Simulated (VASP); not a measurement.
# GaN (F-43m) in VASP: single point with LDA

Aim: the single point of GaN with LDA.

Program: VASP 6.6.1. These are calculated values, not measurements. Logs are shortened: lines on timing, memory, paths and dates and some standing lists are left out, and cuts for length are marked.

### 1 The cell of the first run

Symmetry: F-43m, No. 216, cubic system. Conventional cell: a = 4.455 Å, b = 4.455 Å, c = 4.455 Å, α = 90.00°, β = 90.00°, γ = 90.00°. Ga (site symmetry -43m) has 4 N at 1.93 Å within 2.6 Å. Within 2.6 Å of N (site symmetry -43m) lie 4 Ga at 1.93 Å.

### 2 Single point, LDA

The input, INCAR:

```
PREC     = Accurate       # precision mode
ENCUT    = 1330           # plane-wave cutoff, eV
EDIFF    = 1E-6           # SCF threshold, eV
ISMEAR   = 0              # smearing method
SIGMA    = 0.02           # smearing width, eV
LREAL    = False          # projectors in reciprocal space
LASPH    = True           # aspherical terms in the spheres
NELM     = 120            # most SCF steps
ALGO     = Normal         # electronic algorithm
ISIF     = 2              # what is computed and relaxed
LWAVE    = False          # write WAVECAR
LCHARG   = False          # write CHGCAR
GGA      = CA             # functional
NBANDS   = 16             # bands
GGA_COMPAT= False
```

The input, KPOINTS:

```
Automatic mesh
0
Gamma
  10 10 10
```

The input, POSCAR:

```
GaN
1.0
    0.0000000000      2.2276997608      2.2276997608
    2.2276997608      0.0000000000      2.2276997608
    2.2276997608      2.2276997608      0.0000000000
Ga N
1 1
Direct
    0.0000000000      0.0000000000      0.0000000000
    0.2500000000      0.2500000000      0.2500000000
```

Potentials or basis: VASP PAW LDA potentials, release 64 (Ga_d, N_h).

Launch:

```
cat potpaw_LDA.64/Ga_d/POTCAR potpaw_LDA.64/N_h/POTCAR > POTCAR
mpirun -np 1 vasp_std > vasp.out
```

OUTCAR:

```text
PREC = Accurate
   ENCUT = 1330
   EDIFF = 1E-6
   ISMEAR = 0
   LREAL = False
   LASPH = True
   NELM = 120
   ISIF = 2
   GGA = CA

 ion  position               nearest neighbor table
   1  0.000  0.000  0.000-   2 1.93   2 1.93   2 1.93   2 1.93
   2  0.250  0.250  0.250-   1 1.93   1 1.93   1 1.93   1 1.93

  LATTYP: Found a face centered cubic cell.
 ALAT       =     4.4553995216

  Lattice vectors:

 A1 = (   0.0000000000,   2.2276997608,   2.2276997608)
 A2 = (   2.2276997608,   0.0000000000,   2.2276997608)
 A3 = (   2.2276997608,   2.2276997608,   0.0000000000)

Analysis of symmetry for initial positions (statically):
=====================================================================
 Subroutine PRICEL returns:
 Original cell was already a primitive cell.

 Routine SETGRP: Setting up the symmetry group for a
 face centered cubic supercell.

 Subroutine GETGRP returns: Found 24 space group operations
 (whereof 24 operations were pure point group operations)
 out of a pool of 48 trial point group operations.

The static configuration has the point symmetry T_d .

Analysis of symmetry for dynamics (positions and initial velocities):
=====================================================================
 Subroutine PRICEL returns:
 Original cell was already a primitive cell.

 Routine SETGRP: Setting up the symmetry group for a
 face centered cubic supercell.

 Subroutine GETGRP returns: Found 24 space group operations
 (whereof 24 operations were pure point group operations)
 out of a pool of 48 trial point group operations.

The dynamic configuration has the point symmetry T_d .

 Subroutine INISYM returns: Found 24 space group operations
 (whereof 24 operations are pure point group operations),
 and found     1 'primitive' translations

----------------------------------------------------------------------------------------

                                     Primitive cell

  volume of cell :      22.1106

  direct lattice vectors                    reciprocal lattice vectors
     0.000000000  2.227699761  2.227699761    -0.224446763  0.224446763  0.224446763
     2.227699761  0.000000000  2.227699761     0.224446763 -0.224446763  0.224446763
     2.227699761  2.227699761  0.000000000     0.224446763  0.224446763 -0.224446763

  length of vectors
     3.150443215  3.150443215  3.150443215     0.388753197  0.388753197  0.388753197

  position of ions in fractional coordinates (direct lattice)
     0.000000000  0.000000000  0.000000000
     0.250000000  0.250000000  0.250000000

  ion indices of the primitive-cell ions
   primitive index   ion index
                 1           1
                 2           2

----------------------------------------------------------------------------------------

 KPOINTS: Automatic mesh

Automatic generation of k-mesh.
 Grid dimensions read from file:
 generate k-points for:   10   10   10

 Generating k-lattice:

  Cartesian coordinates                     Fractional coordinates (reciprocal lattice)
    -0.022444676  0.022444676  0.022444676     0.100000000  0.000000000  0.000000000
     0.022444676 -0.022444676  0.022444676     0.000000000  0.100000000  0.000000000
     0.022444676  0.022444676 -0.022444676     0.000000000  0.000000000  0.100000000

  Length of vectors
     0.038875320  0.038875320  0.038875320

  Shift w.r.t. Gamma in fractional coordinates (k-lattice)
     0.000000000  0.000000000  0.000000000

 Subroutine IBZKPT returns following result:
 ===========================================

 Found     47 irreducible k-points:

 Following reciprocal coordinates:
            Coordinates               Weight
  0.000000  0.000000  0.000000      1.000000
  0.100000  0.000000  0.000000      8.000000
  0.200000  0.000000  0.000000      8.000000
  0.300000  0.000000  0.000000      8.000000
  0.400000  0.000000  0.000000      8.000000
  0.500000  0.000000  0.000000      4.000000
[... 16 lines left out ...]
  0.300000  0.300000  0.000000      6.000000
  0.400000  0.300000  0.000000     24.000000
 [... further k-points ...]
   k-points           NKPTS =     47   k-points in BZ     NKDIM =     47   number of bands    NBANDS=     16
   number of dos      NEDOS =    301   number of ions     NIONS =      2
   total plane-waves  NPLWV =  64000
   dimension x,y,z NGX =    40 NGY =   40 NGZ =   40
   dimension x,y,z NGXF=    80 NGYF=   80 NGZF=   80
   ions per type =               1   1
   NGX,Y,Z   is equivalent  to a cutoff of  21.11, 21.11, 21.11 a.u.
   NGXF,Y,Z  is equivalent  to a cutoff of  42.22, 42.22, 42.22 a.u.
 SYSTEM =  unknown system
   PREC   = accura    normal or accurate (medium, high low for compatibility)
   ISTART =      0    job   : 0-new  1-cont  2-samecut
   ICHARG =      2    charge: 1-file 2-atom 10-const
   ISPIN  =      1    spin polarized calculation?
   LNONCOLLINEAR =      F non collinear calculations
   LSORBIT =      F    spin-orbit coupling
   LASPH  =      T    aspherical Exc in radial PAW
   ENCUT  = 1330.0 eV  97.75 Ry    9.89 a.u.   9.37  9.37  9.37*2*pi/ulx,y,z
   NELM   =    120;   NELMIN=  2; NELMDL= -5     # of ELM steps
   EDIFF  = 0.1E-05   stopping-criterion for ELM
   LREAL  =      F    real-space projection
   EDIFFG = 0.1E-04   stopping-criterion for IOM
   NSW    =      0    number of steps for IOM
   IBRION =     -1    ionic relax: 0-MD 1-quasi-New 2-CG
   NFREE  =      0    steps in history (QN), initial steepest desc. (CG)
   ISIF   =      2    stress and relaxation
   ISYM   =      2    0-nonsym 1-usesym 2-fastsym
   POTIM  = 0.5000    time-step for ionic-motion
   TEBEG  =    0.0;   TEEND  =   0.0 temperature during run
   PSTRESS=    0.0 pullay stress
   NELECT =      18.0000    total number of electrons
   NUPDOWN=      -1.0000    fix difference up-down
   EMIN   =  10.00;   EMAX   =-10.00  energy-range for DOS
   EFERMI =   0.00;   METHOD = LEGACY
   ISMEAR =     0;   SIGMA  =   0.02  broadening in eV -4-tet -1-fermi 0-gaus
   EFERMI_NEDOS =   21; number of points for ismear=-14 and -15
   IALGO  =     38    algorithm
   IMIX   =      4    mixing-type and parameters
     AMIX     =   0.40;   BMIX     =  1.00
     AMIX_MAG =   1.60;   BMIX_MAG =  1.00
  volume/ion in A,a.u.               =      11.06        74.60
  Fermi-wavevector in a.u.,A,eV,Ry     =   1.528618  2.888669 31.792372  2.336673
  Thomas-Fermi vector in A             =   2.636352
   LORBIT       =      0    0 simple, 1 ext, 2 COOP (PROOUT), +10 PAW based schemes
   GGA     = CA    functional components
   LHFCALC =     F    Hartree Fock is set to
   AEXX    =    0.0000 exact exchange contribution
   IVDW    =     0    specifies the selected vdW correction
   LEPSILON=     F    determine dielectric tensor
   LRPA    =     F    only Hartree local field effects (RPA)
 non-spin polarized calculation
 Gauss-broadening in eV      SIGMA  =   0.02
  energy-cutoff  :     1330.00
  volume of cell :       22.11
 maximum number of plane-waves:      2454
 NGX is ok and might be reduce to    40
   NGX = 19   NGY = 19   NGZ = 19

 number of electron      18.0000001 magnetization

 Free energy of the ion-electron system (eV)
  ---------------------------------------------------
  ext. energy  EPLUGINS =         0.00000000
  ---------------------------------------------------
  free energy    TOTEN  =       -13.94716630 eV

  energy without entropy =      -13.94716630  energy(sigma->0) =      -13.94716630

 E-fermi :   5.9451     XC(G=0): -12.3189

 val. band max:        5.7380570755   @ k =   0.0000   0.0000   0.0000
 cond. band min:       7.7118949431   @ k =   0.0000   0.0000   0.0000
 fundamental gap:      1.9738378676
 Fermi energy:         5.9450861274

 k-point     1 :       0.0000    0.0000    0.0000
  band No.  band energies     occupation
      1     -10.3684      2.00000
      2      -7.8524      2.00000
      3      -7.8524      2.00000
      4      -7.8524      2.00000
      5      -7.4981      2.00000
      6      -7.4981      2.00000
[... 8 lines left out ...]
     15      24.6822      0.00000
     16      24.6822      0.00000

 k-point     2 :       0.1000    0.0000    0.0000
  band No.  band energies     occupation
      1     -10.2487      2.00000
      2      -7.8374      2.00000
      3      -7.8374      2.00000
      4      -7.8145      2.00000
      5      -7.4996      2.00000
      6      -7.4996      2.00000
[... 8 lines left out ...]
     15      23.4006      0.00000
     16      23.4006      0.00000

 k-point     3 :       0.2000    0.0000    0.0000
  band No.  band energies     occupation
      1      -9.9470      2.00000
      2      -7.8025      2.00000
      3      -7.8025      2.00000
      4      -7.6485      2.00000
      5      -7.4985      2.00000
      6      -7.4985      2.00000
[... 8 lines left out ...]
     15      22.6255      0.00000
     16      22.6255      0.00000

 k-point     4 :       0.3000    0.0000    0.0000
  band No.  band energies     occupation
      1      -9.6292      2.00000
      2      -7.7717      2.00000
      3      -7.7717      2.00000
      4      -7.4835      2.00000
      5      -7.4835      2.00000
      6      -7.2229      2.00000
[... 8 lines left out ...]
     15      23.1339      0.00000
     16      23.1339      0.00000
[... 324 lines left out ...]
 k-point    22 :      -0.2000    0.2000    0.0000
  band No.  band energies     occupation
      1      -9.5319      2.00000
      2      -7.7549      2.00000
      3      -7.7372      2.00000
      4      -7.5236      2.00000
      5      -7.5173      2.00000
      6      -7.0268      2.00000
[... 8 lines left out ...]
     15      23.2379      0.00000
     16      26.5304      0.00000

 k-point    23 :       0.3000    0.3000    0.0000
  band No.  band energies     occupation
      1      -9.4406      2.00000
      2      -7.6995      2.00000
      3      -7.6426      2.00000
      4      -7.6426      2.00000
      5      -7.4424      2.00000
      6      -7.0109      2.00000
[... 8 lines left out ...]
     15      28.0516      0.00000
     16      28.6387      0.00000

 k-point    24 :       0.4000    0.3000    0.0000
  band No.  band energies     occupation
      1      -9.3210      2.00000
      2      -7.7180      2.00000
      3      -7.6052      2.00000
      4      -7.6039      2.00000
      5      -7.4312      2.00000
      6      -6.5060      2.00000
[... 8 lines left out ...]
     15      28.4411      0.00000
     16      28.4747      0.00000

 [... further k-points ...]

------------------------ aborting loop because EDIFF is reached ----------------------------------------

  FORCE on cell =-STRESS in cart. coord.  units (eV):
  Direction    XX          YY          ZZ          XY          YZ          ZX
  --------------------------------------------------------------------------------------
  -------------------------------------------------------------------------------------
  Total        0.1340512      0.1340512      0.1340512      0.0000000      0.0000000      0.0000000
  in kB        9.7136277      9.7136277      9.7136277      0.0000000      0.0000000      0.0000000
  external PRESSURE =       9.7136277 kB  Pullay stress =       0.0000000 kB

 VOLUME and BASIS-vectors are now :
 -----------------------------------------------------------------------------
  energy-cutoff  :     1330.00
  volume of cell :       22.11
      direct lattice vectors                 reciprocal lattice vectors
     0.000000000  2.227699761  2.227699761    -0.224446763  0.224446763  0.224446763
     2.227699761  0.000000000  2.227699761     0.224446763 -0.224446763  0.224446763
     2.227699761  2.227699761  0.000000000     0.224446763  0.224446763 -0.224446763

 POSITION                                       TOTAL-FORCE (eV/Angst)
 -----------------------------------------------------------------------------------
      0.00000      0.00000      0.00000        -0.000000     -0.000000     -0.000000
      1.11385      1.11385      1.11385         0.000000      0.000000      0.000000
 -----------------------------------------------------------------------------------
    total drift:                               -0.000000     -0.000000     -0.000000

  FREE ENERGIE OF THE ION-ELECTRON SYSTEM (eV)
  ---------------------------------------------------
  free  energy   TOTEN  =       -13.9471663028 eV

  energy  without entropy=      -13.9471663028  energy(sigma->0) =      -13.94716630
```

It took 84 s on 1 thread of AMD EPYC 7R43 (Zen 3), shared host; peak memory 0.2 GiB.

Results:

```yaml
Free_energy: -13.9472 eV
Pressure: 1.0 GPa
Band_gap_on_the_k_mesh: 1.97 eV
```

Levels at points of the mesh, in eV from the valence-band top:
```tsv
k point	band 7	band 8	band 9	band 10	band 11	band 12
(0.00, 0.00, 0.00)	0.00	0.00	0.00	1.97	10.33	10.33
(0.50, 0.00, 0.00)	-7.35	-1.02	-1.02	4.78	8.77	10.39
(0.50, 0.50, 0.00)	-6.35	-2.86	-2.86	3.26	6.69	11.75
```
